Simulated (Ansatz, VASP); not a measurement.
Pt in VASP and in Ansatz

File INCAR:

```
SYSTEM = Pt
ALGO     = Fast           ! electronic algorithm
EDIFF    = 1E-6           ! SCF threshold, eV
ENCUT    = 520            ! plane-wave cutoff, eV
GGA      = CA             ! functional
ISIF     = 2              ! what is computed and relaxed
ISMEAR   = 0              ! smearing method
LASPH    = .TRUE.         ! aspherical terms in the spheres
LCHARG   = .FALSE.        ! write CHGCAR
LREAL    = .FALSE.        ! projectors in reciprocal space
LWAVE    = .FALSE.        ! write WAVECAR
NBANDS   = 28             ! bands
NELM     = 80             ! most SCF steps
PREC     = Accurate       ! precision mode
SIGMA    = 0.15           ! smearing width, eV
```

The input KPOINTS:

```
k-points
0
G
  18 18 6
  0 0 0
```

Contents of POSCAR:

```
Pt
1.0
    2.7082945870      0.0000000000      0.0000000000
   -1.3541472935      2.3454519133      0.0000000000
    0.0000000000      0.0000000000      9.3530207388
Pt
4
Direct
    0.6408365475      0.3776744684      0.3750000000
    0.6408365475      0.3776744684      0.8750000000
    0.3591634525      0.6223255316      0.1250000000
    0.3591634525      0.6223255316      0.6250000000
```

Input for Ansatz:

```yaml
crystal:
  lattice:
    - [2.708294587, 0.0, 0.0]
    - [-1.3541472935, 2.3454519133, 0.0]
    - [0.0, 0.0, 9.3530207388]
  atoms:
    - { symbol: Pt, position: [0.6408365475, 0.3776744684, 0.375] }
    - { symbol: Pt, position: [0.6408365475, 0.3776744684, 0.875] }
    - { symbol: Pt, position: [0.3591634525, 0.6223255316, 0.125] }
    - { symbol: Pt, position: [0.3591634525, 0.6223255316, 0.625] }
basis:
  ecutwfc: 420
kpoints:
  mp_grid: { grid: [18, 18, 6] }
hamiltonian:
  xc: lda
  pseudopotentials: { kind: paw, azcp: { folder: soft_1 } }
scf:
  occupations: { method: gaussian, width: 0.15 }
output:
  forces: true
  stress: true
  eigenvalues: true
```

Change from the starting cell: mode 1 frozen in at -0.130 Å and mode 2 at +0.104 Å (largest displacements).

Alike in both runs: task single point; functional LDA; k mesh 18 × 18 × 6; occupations gaussian, width 0.15 eV; no spin polarisation.

|  | VASP | Ansatz |
| --- | --- | --- |
| version | VASP 6.6.1 | Ansatz 0.2.0 |
| potentials or method | VASP PAW LDA potentials, release 64 (Pt), cutoff 520 eV | scalar-relativistic, plane waves, PAW |
| valence electrons in the cell | 40 | 72 |

```csv
,VASP,Ansatz,Ansatz less VASP
gap on the k mesh at the Fermi level (eV),none,none,-
pressure (GPa),2.7,1.9,-0.78
"traceless stress, the component that is largest in VASP (GPa)",3.53,3.80,+0.272
rms of the force components (eV/Å),0.194,0.189,-0.0047
```

Ansatz warns that its potentials were made for another functional, while VASP's fit it. LDA's correlation is that of Perdew and Zunger in VASP and of Perdew and Wang (1992) in Ansatz. Atom by atom the forces differ by 0.005 eV/Å (rms over components). A gap of «none» marks a metal or a gap that the smearing closes. VASP's potentials hold 40 valence electrons a cell and Ansatz's 72, so a difference there can come from the potentials and not from the codes.

Neither program's run includes spin-orbit coupling.
